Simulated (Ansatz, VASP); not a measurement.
**One calculation of TiB2N3, two programs**

INCAR

```
PREC = Accurate
ENCUT = 600
EDIFF = 1E-7
ISMEAR = 0
SIGMA = 0.1
LREAL = F
LASPH = T
NELM = 80
ALGO = Normal
ISIF = 3
LWAVE = F
LCHARG = F
GGA = PE
IBRION = 2
NSW = 100
EDIFFG = -0.01
```

File KPOINTS:

```
Automatic mesh
0
Gamma
  14 14 6
```

File POSCAR:

```
TiB2N3
1.0
    2.8076830091      0.0000000000      0.0000000000
    0.0000000000      2.8076830091      0.0000000000
    0.0000000000      0.0000000000      6.6277249052
Ti B N
1 2 3
Direct
    0.5000000000      0.5000000000      0.5000000000
    0.5000000000      0.5000000000      0.8759495783
    0.5000000000      0.5000000000      0.1240504217
    0.0000000000      0.0000000000      0.0000000000
    0.0000000000      0.0000000000      0.6057913782
    0.0000000000      0.0000000000      0.3942086218
```

Input for Ansatz:

```yaml
crystal:
  lattice:
    - [2.8076830091, 0.0, 0.0]
    - [0.0, 2.8076830091, 0.0]
    - [0.0, 0.0, 6.6277249052]
  atoms:
    - { symbol: Ti, position: [0.5, 0.5, 0.5] }
    - { symbol: B, position: [0.5, 0.5, 0.8759495783] }
    - { symbol: B, position: [0.5, 0.5, 0.1240504217] }
    - { symbol: "N", position: [0.0, 0.0, 0.0] }
    - { symbol: "N", position: [0.0, 0.0, 0.6057913782] }
    - { symbol: "N", position: [0.0, 0.0, 0.3942086218] }
basis:
  ecutwfc: 420
kpoints:
  mp_grid: { grid: [14, 14, 6] }
hamiltonian:
  xc: pbe
scf:
  occupations: { method: gaussian, width: 0.1 }
output:
  forces: true
  stress: true
  eigenvalues: true
  write_density: true
  write_potential: true
  elf: true
  volumetric_format: npy
relax:
  adjacent_minimum: "off"
  f_tol: 0.01
  max_steps: 80
  cell: { stress_tol: 0.05 }
```

Change from the starting cell: species swapped into the MgSc3Ru2 type (P4/mmm, No. 123).

Alike in both runs: task relaxation of cell and atoms; functional PBE; k mesh 14 × 14 × 6; occupations gaussian, width 0.1 eV; no spin polarisation.

|  | VASP | Ansatz |
| --- | --- | --- |
| version | VASP 6.6.1 | Ansatz 0.2.0 |
| potentials or method | VASP PAW PBE potentials, release 64 (Ti_sv, B, N), cutoff 600 eV | scalar-relativistic, plane waves, PAW |
| valence electrons in the cell | 33 | 33 |

VASP gave:

- gap on the k mesh at the Fermi level, each at its own relaxed structure (eV): none
- relaxed volume (Å³/atom): 8.66
- relaxed cell length with the largest relative difference (Å): 6.636

Estimate Ansatz's values.

gap on the k mesh at the Fermi level, each at its own relaxed structure (eV): none; relaxed volume (Å³/atom): 8.67; relaxed cell length with the largest relative difference (Å): 6.641.

A gap of «none» marks a metal or a gap that the smearing closes.
